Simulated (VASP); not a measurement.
Set up this calculation in VASP 6.6.1, as the native input.

```
Task                   : single point
Functional             : LDA
Potentials or basis    : VASP PAW LDA potentials, release 64 (Si)
Cutoff                 : 500 eV
k mesh                 : 8 × 8 × 8
Occupations            : methfessel-paxton, width 0.02 eV
Spin                   : no spin polarisation
Dipole correction      : no
Further INCAR settings : ALGO = Normal; EDIFF = 1e-06; NBANDS = 11
```

The structure of Si lies in POSCAR:

```
Si
1.0
    0.0000000000      2.5682951286      2.5682951286
    2.5682951286      0.0000000000      2.5682951286
    2.5682951286      2.5682951286      0.0000000000
Si
2
Direct
    0.0000000000      0.0000000000      0.0000000000
    0.2500000000      0.2500000000      0.2500000000
```

One way to write it, as run:

INCAR

```
  ALGO = Normal
  EDIFF = 1E-6
  ENCUT = 500
  GGA_COMPAT = F
  ISIF = 2
  ISMEAR = 1
  LASPH = T
  LCHARG = T
  LELF = T
  LREAL = F
  LVHAR = T
  LWAVE = F
  NBANDS = 11
  NELM = 120
  PREC = Accurate
  SIGMA = 0.02
```

KPOINTS

```
k-points
0
Gamma
  8 8 8
```

Potentials or basis: VASP PAW LDA potentials, release 64 (Si).

The run is started by

```sh
$ cat potpaw_LDA.64/Si/POTCAR > POTCAR
$ mpirun -np 1 vasp_std > vasp.out
```

Results of the run:

```json
{
  "Pressure": "20.1 GPa",
  "Band gap on the k mesh": "0.22 eV, indirect (least direct gap 2.58 eV)"
}
```

Run time: 24 s on 1 thread of AMD EPYC 7R13, on a shared host, peak memory 0.1 GiB.
